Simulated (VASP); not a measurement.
## Pt: single point with r2SCAN

The system is Pt.

```
Pt
1.0
     0.00000    2.97949    2.97949
     2.97949    0.00000    2.97949
     2.97949    2.97949    0.00000
Pt
2
Direct
  0.12500 0.12500 0.12500
  0.87500 0.87500 0.87500
```

This isn't the form of Pt at room conditions, which is fcc.

| Item | Value |
| --- | --- |
| Program | VASP 6.6.1 |
| Task | single point |
| Functional | r2SCAN |
| Potentials or basis | VASP PAW PBE potentials, release 64 (Pt) |
| Cutoff | 520 eV |
| k mesh | 11 × 11 × 11 |
| Occupations | fermi-dirac, width 0.05 eV |
| Spin | collinear spin |
| Starting moments | [-0.668, -0.668] μB |
| Dipole correction | no |
| Further INCAR settings | ALGO = Normal; EDIFF = 1e-06; NBANDS = 21 |

```json
{"Pressure": "-10.6 GPa", "Net moment": "-1.48 μB per cell", "Site moments": "Pt -0.72 μB", "Valence electrons inside the program's atomic spheres": "Pt 9.02"}
```

Levels at points of the mesh, in eV from the Fermi level:
Spin up:
```
           k point  band 7  band 8  band 9  band 10  band 11  band 12  band 13  band 14
(0.00, 0.00, 0.00)   -1.34   -1.34   -1.34     0.07     0.07    10.50    10.58    11.27
```
Spin down:
```csv
k point,band 7,band 8,band 9,band 10,band 11,band 12,band 13,band 14,band 15,band 16
"(0.00, 0.00, 0.00)",-2.06,-2.06,-2.06,-0.57,-0.57,9.96,10.55,11.06,11.06,11.06
```

Wall time 4.8 min on 1 thread of Intel Xeon 8259CL (shared host), peak memory 0.27 GiB.

Caveat: the cell stands under tension; the PAW data sets were made with another functional, which shifts forces and pressure a little; spin-orbit coupling is left out, which moves the levels of the heavy elements.
